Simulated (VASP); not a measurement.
# Hf3S5 (P-62m) in VASP: notebook

Runs on Hf3S5. Level: PBE. Tasks: single point.

Everything below comes from runs of VASP 6.6.1. Logs are shortened: lines on timing, memory, paths and dates and some standing lists are left out, and cuts for length are marked.

### Step 1. The cell of the first run

The structure is hexagonal, space group P-62m (No. 189). Conventional cell: a = 7.163 Å, b = 7.163 Å, c = 3.149 Å, α = 90.00°, β = 90.00°, γ = 120.00°. Within 3.6 Å of Hf (site symmetry m2m) lie 10 S at 2.70 to 3.35 Å and 2 Hf at 3.15 Å. S (site symmetry -6) has 5 S at 2.76 to 3.15 Å and 6 Hf at 2.83 Å within 3.6 Å. Within 3.6 Å of S (site symmetry m2m) lie 6 Hf at 2.70 to 3.35 Å and 6 S at 2.76 to 3.15 Å.

The cell was generated, and may not be a known phase.

### Step 2. Single point, PBE

Contents of INCAR:

```
SYSTEM = Hf3S5
PREC     = Accurate       ! precision mode
ENCUT    = 520            ! plane-wave cutoff, eV
EDIFF    = 1E-6           ! SCF threshold, eV
ISMEAR   = 0              ! smearing method
SIGMA    = 0.2            ! smearing width, eV
LREAL    = .FALSE.        ! projectors in reciprocal space
LASPH    = .TRUE.         ! aspherical terms in the spheres
NELM     = 80             ! most SCF steps
ALGO     = Normal         ! electronic algorithm
ISIF     = 2              ! what is computed and relaxed
LWAVE    = .FALSE.        ! write WAVECAR
LCHARG   = .TRUE.         ! write CHGCAR
GGA      = PE             ! functional
LELF     = .TRUE.         ! ELF
LVHAR    = .TRUE.       
NBANDS   = 40             ! bands
```

Contents of KPOINTS:

```
Automatic mesh
0
G
  3 3 4
  0 0 0
```

Contents of POSCAR:

```
Hf3S5
1.0
    7.1630858279      0.0000000000      0.0000000000
   -3.5815429140      6.2034142965      0.0000000000
    0.0000000000      0.0000000000      3.1490243827
Hf S
3 5
Direct
    0.0000000000      0.6571544131      0.0000000000
    0.3428455869      0.3428455869      0.0000000000
    0.6571544131      0.0000000000      0.0000000000
    0.6666666667      0.3333333333      0.5000000000
    0.3333333333      0.6666666667      0.5000000000
    0.0000000000      0.2438558566      0.5000000000
    0.2438558566      0.0000000000      0.5000000000
    0.7561441434      0.7561441434      0.5000000000
```

Potentials or basis: VASP PAW PBE potentials, release 64 (Hf_pv, S).

Run with:

```console
cat potpaw_PBE.64/Hf_pv/POTCAR potpaw_PBE.64/S/POTCAR > POTCAR
mpirun -np 1 vasp_std > vasp.out
```

OUTCAR:

```text
SYSTEM = Hf3S5
   PREC = Accurate
   ENCUT = 520
   EDIFF = 1E-6
   ISMEAR = 0
   LREAL = .FALSE.
   LASPH = .TRUE.
   NELM = 80
   ISIF = 2
   GGA = PE

 ion  position               nearest neighbor table
   1  0.000  0.657  0.000-   8 2.70   8 2.70   7 2.70   7 2.70   5 2.83   5 2.83   4 2.83   4 2.83

   2  0.343  0.343  0.000-   6 2.70   6 2.70   7 2.70   7 2.70   4 2.83   4 2.83   5 2.83   5 2.83

   3  0.657  0.000  0.000-   6 2.70   6 2.70   8 2.70   8 2.70   4 2.83   4 2.83   5 2.83   5 2.83

   4  0.667  0.333  0.500-   6 2.76   7 2.76   8 2.76   3 2.83   3 2.83   1 2.83   1 2.83   2 2.83
                             2 2.83
   5  0.333  0.667  0.500-   7 2.76   6 2.76   8 2.76   1 2.83   1 2.83   3 2.83   3 2.83   2 2.83
                             2 2.83
   6  0.000  0.244  0.500-   2 2.70   2 2.70   3 2.70   3 2.70   4 2.76   5 2.76
   7  0.244  0.000  0.500-   1 2.70   1 2.70   2 2.70   2 2.70   5 2.76   4 2.76
   8  0.756  0.756  0.500-   1 2.70   1 2.70   3 2.70   3 2.70   5 2.76   4 2.76

  LATTYP: Found a hexagonal cell.
 ALAT       =     7.1630858279
 C/A-ratio  =     0.4396184073

  Lattice vectors:

 A1 = (   7.1630858279,   0.0000000000,   0.0000000000)
 A2 = (  -3.5815429140,   6.2034142965,   0.0000000000)
 A3 = (   0.0000000000,   0.0000000000,   3.1490243827)

Analysis of symmetry for initial positions (statically):
=====================================================================
 Subroutine PRICEL returns:
 Original cell was already a primitive cell.

 Routine SETGRP: Setting up the symmetry group for a
 hexagonal supercell.

 Subroutine GETGRP returns: Found 12 space group operations
 (whereof 12 operations were pure point group operations)
 out of a pool of 24 trial point group operations.

The static configuration has the point symmetry D_3h.

Analysis of symmetry for dynamics (positions and initial velocities):
=====================================================================
 Subroutine PRICEL returns:
 Original cell was already a primitive cell.

 Routine SETGRP: Setting up the symmetry group for a
 hexagonal supercell.

 Subroutine GETGRP returns: Found 12 space group operations
 (whereof 12 operations were pure point group operations)
 out of a pool of 24 trial point group operations.

The dynamic configuration has the point symmetry D_3h.

 Subroutine INISYM returns: Found 12 space group operations
 (whereof 12 operations are pure point group operations),
 and found     1 'primitive' translations

----------------------------------------------------------------------------------------

                                     Primitive cell

  volume of cell :     139.9288

  direct lattice vectors                    reciprocal lattice vectors
     7.163085828  0.000000000  0.000000000     0.139604637  0.080600775  0.000000000
    -3.581542914  6.203414297  0.000000000     0.000000000  0.161201550  0.000000000
     0.000000000  0.000000000  3.149024383     0.000000000  0.000000000  0.317558672

  length of vectors
     7.163085828  7.163085828  3.149024383     0.161201550  0.161201550  0.317558672

  position of ions in fractional coordinates (direct lattice)
     0.000000000  0.657154413  0.000000000
     0.342845587  0.342845587  0.000000000
     0.657154413  0.000000000  0.000000000
     0.666666667  0.333333333  0.500000000
     0.333333333  0.666666667  0.500000000
     0.000000000  0.243855857  0.500000000
     0.243855857  0.000000000  0.500000000
     0.756144143  0.756144143  0.500000000

  ion indices of the primitive-cell ions
   primitive index   ion index
                 1           1
                 2           2
                 3           3
                 4           4
                 5           5
                 6           6
                 7           7
                 8           8

----------------------------------------------------------------------------------------

 KPOINTS: Automatic mesh

Automatic generation of k-mesh.
 Grid dimensions read from file:
 generate k-points for:    3    3    4

 Generating k-lattice:

  Cartesian coordinates                     Fractional coordinates (reciprocal lattice)
     0.046534879  0.026866925  0.000000000     0.333333333  0.000000000  0.000000000
     0.000000000  0.053733850  0.000000000     0.000000000  0.333333333  0.000000000
     0.000000000  0.000000000  0.079389668     0.000000000  0.000000000  0.250000000

  Length of vectors
     0.053733850  0.053733850  0.079389668

  Shift w.r.t. Gamma in fractional coordinates (k-lattice)
     0.000000000  0.000000000  0.000000000

 Subroutine IBZKPT returns following result:
 ===========================================

 Found      9 irreducible k-points:

 Following reciprocal coordinates:
            Coordinates               Weight
  0.000000  0.000000  0.000000      1.000000
  0.333333  0.000000  0.000000      6.000000
  0.333333  0.333333  0.000000      2.000000
  0.000000  0.000000  0.250000      2.000000
  0.333333  0.000000  0.250000     12.000000
  0.333333  0.333333  0.250000      4.000000
  0.000000  0.000000  0.500000      1.000000
  0.333333  0.000000  0.500000      6.000000
  0.333333  0.333333  0.500000      2.000000
   k-points           NKPTS =      9   k-points in BZ     NKDIM =      9   number of bands    NBANDS=     40
   number of dos      NEDOS =    301   number of ions     NIONS =      8
   total plane-waves  NPLWV =  69984
   dimension x,y,z NGX =    54 NGY =   54 NGZ =   24
   dimension x,y,z NGXF=   108 NGYF=  108 NGZF=   48
   ions per type =               3   5
   NGX,Y,Z   is equivalent  to a cutoff of  12.53, 12.53, 12.67 a.u.
   NGXF,Y,Z  is equivalent  to a cutoff of  25.07, 25.07, 25.34 a.u.
 SYSTEM =  Hf3S5
   PREC   = accura    normal or accurate (medium, high low for compatibility)
   ISTART =      0    job   : 0-new  1-cont  2-samecut
   ICHARG =      2    charge: 1-file 2-atom 10-const
   ISPIN  =      1    spin polarized calculation?
   LNONCOLLINEAR =      F non collinear calculations
   LSORBIT =      F    spin-orbit coupling
   LASPH  =      T    aspherical Exc in radial PAW
   ENCUT  =  520.0 eV  38.22 Ry    6.18 a.u.  13.32 13.32  5.86*2*pi/ulx,y,z
   NELM   =     80;   NELMIN=  2; NELMDL= -5     # of ELM steps
   EDIFF  = 0.1E-05   stopping-criterion for ELM
   LREAL  =      F    real-space projection
   EDIFFG = 0.1E-04   stopping-criterion for IOM
   NSW    =      0    number of steps for IOM
   IBRION =     -1    ionic relax: 0-MD 1-quasi-New 2-CG
   NFREE  =      0    steps in history (QN), initial steepest desc. (CG)
   ISIF   =      2    stress and relaxation
   ISYM   =      2    0-nonsym 1-usesym 2-fastsym
   POTIM  = 0.5000    time-step for ionic-motion
   TEBEG  =    0.0;   TEEND  =   0.0 temperature during run
   PSTRESS=    0.0 pullay stress
   NELECT =      60.0000    total number of electrons
   NUPDOWN=      -1.0000    fix difference up-down
   EMIN   =  10.00;   EMAX   =-10.00  energy-range for DOS
   EFERMI =   0.00;   METHOD = LEGACY
   ISMEAR =     0;   SIGMA  =   0.20  broadening in eV -4-tet -1-fermi 0-gaus
   EFERMI_NEDOS =   21; number of points for ismear=-14 and -15
   IALGO  =     38    algorithm
   IMIX   =      4    mixing-type and parameters
     AMIX     =   0.40;   BMIX     =  1.00
     AMIX_MAG =   1.60;   BMIX_MAG =  1.00
  volume/ion in A,a.u.               =      17.49       118.04
  Fermi-wavevector in a.u.,A,eV,Ry     =   1.234496  2.332859 20.735003  1.523980
  Thomas-Fermi vector in A             =   2.369183
   LORBIT       =      0    0 simple, 1 ext, 2 COOP (PROOUT), +10 PAW based schemes
   GGA     = PE    functional components
   LHFCALC =     F    Hartree Fock is set to
   AEXX    =    0.0000 exact exchange contribution
   IVDW    =     0    specifies the selected vdW correction
   LEPSILON=     F    determine dielectric tensor
   LRPA    =     F    only Hartree local field effects (RPA)
 non-spin polarized calculation
 Gauss-broadening in eV      SIGMA  =   0.20
  energy-cutoff  :      520.00
  volume of cell :      139.93
 maximum number of plane-waves:      3797
 NGX is ok and might be reduce to    54
   NGX = 27   NGY = 27   NGZ = 11

 number of electron      60.0000009 magnetization

 Free energy of the ion-electron system (eV)
  ---------------------------------------------------
  ext. energy  EPLUGINS =         0.00000000
  ---------------------------------------------------
  free energy    TOTEN  =       -56.78390918 eV

  energy without entropy =      -56.73782481  energy(sigma->0) =      -56.76086699

 E-fermi :   7.3846     XC(G=0): -11.2733

 val. band max:        7.3533709088   @ k =   0.3333   0.0000   0.5000
 cond. band min:       7.4693065826   @ k =   0.3333   0.0000   0.5000
 fundamental gap:      0.1159356737
 Fermi energy:         7.3846220621

 k-point     1 :       0.0000    0.0000    0.0000
  band No.  band energies     occupation
      1     -24.5780      2.00000
      2     -24.5724      2.00000
      3     -24.5724      2.00000
      4     -24.5549      2.00000
      5     -24.5227      2.00000
      6     -24.5227      2.00000
[... 32 lines left out ...]
     39      10.7945      0.00000
     40      10.7971      0.00000

 k-point     2 :       0.3333    0.0000    0.0000
  band No.  band energies     occupation
      1     -24.5853      2.00000
      2     -24.5741      2.00000
      3     -24.5634      2.00000
      4     -24.5437      2.00000
      5     -24.5337      2.00000
      6     -24.5232      2.00000
[... 32 lines left out ...]
     39      10.3891      0.00000
     40      10.7699      0.00000

 k-point     3 :       0.3333    0.3333    0.0000
  band No.  band energies     occupation
      1     -24.5812      2.00000
      2     -24.5710      2.00000
      3     -24.5710      2.00000
      4     -24.5394      2.00000
      5     -24.5394      2.00000
      6     -24.5213      2.00000
[... 32 lines left out ...]
     39      10.3810      0.00000
     40      10.3810      0.00000

 k-point     4 :       0.0000    0.0000    0.2500
  band No.  band energies     occupation
      1     -24.5489      2.00000
      2     -24.5436      2.00000
      3     -24.5436      2.00000
      4     -24.5227      2.00000
      5     -24.4949      2.00000
      6     -24.4949      2.00000
[... 32 lines left out ...]
     39       9.9773      0.00000
     40       9.9773      0.00000

 k-point     5 :       0.3333    0.0000    0.2500
  band No.  band energies     occupation
      1     -24.5548      2.00000
      2     -24.5442      2.00000
      3     -24.5365      2.00000
      4     -24.5143      2.00000
      5     -24.5041      2.00000
      6     -24.4950      2.00000
[... 32 lines left out ...]
     39      10.2021      0.00000
     40      10.3033      0.00000

 k-point     6 :       0.3333    0.3333    0.2500
  band No.  band energies     occupation
      1     -24.5520      2.00000
      2     -24.5417      2.00000
      3     -24.5417      2.00000
      4     -24.5101      2.00000
      5     -24.5101      2.00000
      6     -24.4933      2.00000
[... 32 lines left out ...]
     39      10.1609      0.00000
     40      10.1783      0.00000

 k-point     7 :       0.0000    0.0000    0.5000
  band No.  band energies     occupation
      1     -24.6663      2.00000
      2     -24.6497      2.00000
      3     -24.6497      2.00000
      4     -24.5193      2.00000
      5     -24.5144      2.00000
      6     -24.5144      2.00000
[... 32 lines left out ...]
     39      11.2488      0.00000
     40      11.2488      0.00000

 k-point     8 :       0.3333    0.0000    0.5000
  band No.  band energies     occupation
      1     -24.6615      2.00000
      2     -24.6530      2.00000
      3     -24.6511      2.00000
      4     -24.5237      2.00000
      5     -24.5144      2.00000
      6     -24.5091      2.00000
[... 32 lines left out ...]
     39      10.4342      0.00000
     40      11.0143      0.00000

 k-point     9 :       0.3333    0.3333    0.5000
  band No.  band energies     occupation
      1     -24.6553      2.00000
      2     -24.6553      2.00000
      3     -24.6550      2.00000
      4     -24.5216      2.00000
      5     -24.5126      2.00000
      6     -24.5126      2.00000
[... 32 lines left out ...]
     39      10.4641      0.00000
     40      10.9170      0.00000

------------------------ aborting loop because EDIFF is reached ----------------------------------------

  FORCE on cell =-STRESS in cart. coord.  units (eV):
  Direction    XX          YY          ZZ          XY          YZ          ZX
  --------------------------------------------------------------------------------------
  -------------------------------------------------------------------------------------
  Total       -1.2730095     -1.2730095     -0.8137854      0.0000000      0.0000000      0.0000000
  in kB      -14.5758962    -14.5758962     -9.3178033      0.0000000      0.0000000      0.0000000
  external PRESSURE =     -12.8231986 kB  Pullay stress =       0.0000000 kB

 VOLUME and BASIS-vectors are now :
 -----------------------------------------------------------------------------
  energy-cutoff  :      520.00
  volume of cell :      139.93
      direct lattice vectors                 reciprocal lattice vectors
     7.163085828  0.000000000  0.000000000     0.139604637  0.080600775  0.000000000
    -3.581542914  6.203414297  0.000000000     0.000000000  0.161201550  0.000000000
     0.000000000  0.000000000  3.149024383     0.000000000  0.000000000  0.317558672

 POSITION                                       TOTAL-FORCE (eV/Angst)
 -----------------------------------------------------------------------------------
     -2.35363      4.07660      0.00000        -0.036798      0.063736     -0.000000
      1.22792      2.12681      0.00000        -0.036798     -0.063736     -0.000000
      4.70725      0.00000      0.00000         0.073596      0.000000     -0.000000
      3.58154      2.06780      1.57451        -0.000000      0.000000     -0.000000
     -0.00000      4.13561      1.57451        -0.000000      0.000000     -0.000000
     -0.87338      1.51274      1.57451        -0.017576      0.030442     -0.000000
      1.74676      0.00000      1.57451         0.035151     -0.000000      0.000000
      2.70816      4.69068      1.57451        -0.017576     -0.030442     -0.000000
 -----------------------------------------------------------------------------------
    total drift:                                0.000000      0.000001     -0.000000

  FREE ENERGIE OF THE ION-ELECTRON SYSTEM (eV)
  ---------------------------------------------------
  free  energy   TOTEN  =       -56.7839091796 eV

  energy  without entropy=      -56.7378248099  energy(sigma->0) =      -56.76086699
```

Wall time 1.9 min (1 thread of Intel Xeon 8259CL, shared host); peak memory 0.26 GiB.

What came out:

```yaml
Free_energy: -56.7839 eV
Pressure: -1.3 GPa
Largest_force: 0.074 eV/Å
Band_gap_on_the_k_mesh: zero (bands 30 and 31 overlap by 1.54 eV)
```

Forces on the atoms (eV/Å):
```
Hf  -0.037  0.064  0.000
Hf  -0.037 -0.064  0.000
Hf   0.074  0.000  0.000
S    0.000  0.000  0.000
S    0.000  0.000  0.000
S   -0.018  0.030  0.000
S    0.035  0.000  0.000
S   -0.018 -0.030  0.000
```

Levels at points of the mesh, in eV from the Fermi level:
```tsv
k point	band 27	band 28	band 29	band 30	band 31	band 32	band 33	band 34
(0.00, 0.00, 0.00)	-1.71	-1.38	-1.29	-1.29	-0.85	-0.85	1.45	2.32
(0.00, 0.00, 0.50)	-3.24	-1.00	-1.00	-0.39	-0.39	0.19	0.19	1.94
```

Caveat: the k points lie up to 0.50 Å⁻¹ apart, too coarse for converged energies and pressures of a metal; spin-orbit coupling is left out, which moves the levels of the heavy elements.

### Step 3. Single point, PBE

This run uses another cell than the first one, of 17.44 Å³/atom.

Contents of INCAR:

```
PREC = Accurate
ENCUT = 520
EDIFF = 1E-6
ISMEAR = 0
SIGMA = 0.2
LREAL = F
LASPH = T
NELM = 100
ALGO = Normal
ISIF = 2
LWAVE = F
LCHARG = F
GGA = PE
NBANDS = 40
```

Contents of KPOINTS:

```
regular mesh
0
Gamma
  3 3 4
```

Contents of POSCAR:

```
Hf3S5
1.0
    7.1473032012      0.0000000000      0.0000000000
   -3.5736516006      6.1897461408      0.0000000000
    0.0000000000      0.0000000000      3.1540442702
Hf S
3 5
Direct
    0.6575106547      0.0000000000      0.5000000000
    0.0000000000      0.6575106547      0.5000000000
    0.3424893453      0.3424893453      0.5000000000
    0.2441908527      0.0000000000      0.0000000000
    0.0000000000      0.2441908527      0.0000000000
    0.7558091473      0.7558091473      0.0000000000
    0.3333333333      0.6666666667      0.0000000000
    0.6666666667      0.3333333333      0.0000000000
```

Potentials or basis: VASP PAW PBE potentials, release 64 (Hf_pv, S).

Run with:

```console
cat potpaw_PBE.64/Hf_pv/POTCAR potpaw_PBE.64/S/POTCAR > POTCAR
mpirun -np 1 vasp_std > vasp.out
```

Run time: 1.7 min. Hardware: 1 thread of Intel Xeon 8259CL, shared host; peak memory 0.26 GiB.

Results (log left out):

```
Free energy            : -56.7872 eV
Pressure               : -1.0 GPa
Largest force          : 0.046 eV/Å
Band gap on the k mesh : zero (bands 30 and 31 overlap by 1.52 eV)
```

Forces in eV/Å, atoms in the order of the input:
```
Hf   0.046  0.000  0.000
Hf  -0.023  0.040  0.000
Hf  -0.023 -0.040  0.000
S    0.010  0.000  0.000
S   -0.005  0.008  0.000
S   -0.005 -0.008  0.000
S    0.000  0.000  0.000
S    0.000  0.000  0.000
```

Stress tensor (GPa, compression positive):
```
-0.82  0.00  0.00
 0.00 -0.82  0.00
 0.00  0.00 -1.34
```

Levels at points of the mesh, in eV from the Fermi level:
```
           k point  band 26  band 27  band 28  band 29  band 30  band 31  band 32  band 33  band 34  band 35
(0.00, 0.00, 0.00)    -1.76    -1.76    -1.42    -1.28    -1.28    -0.83    -0.83     1.44     2.30     2.30
(0.00, 0.00, 0.50)    -3.59    -3.25    -1.01    -1.01    -0.40    -0.40     0.19     0.19     1.97     2.15
```

Caveat: the k points lie up to 0.50 Å⁻¹ apart, too coarse for converged energies and pressures of a metal; spin-orbit coupling is left out, which moves the levels of the heavy elements.

The gap in the log of VASP goes by the Fermi energy; the results here count the filled bands.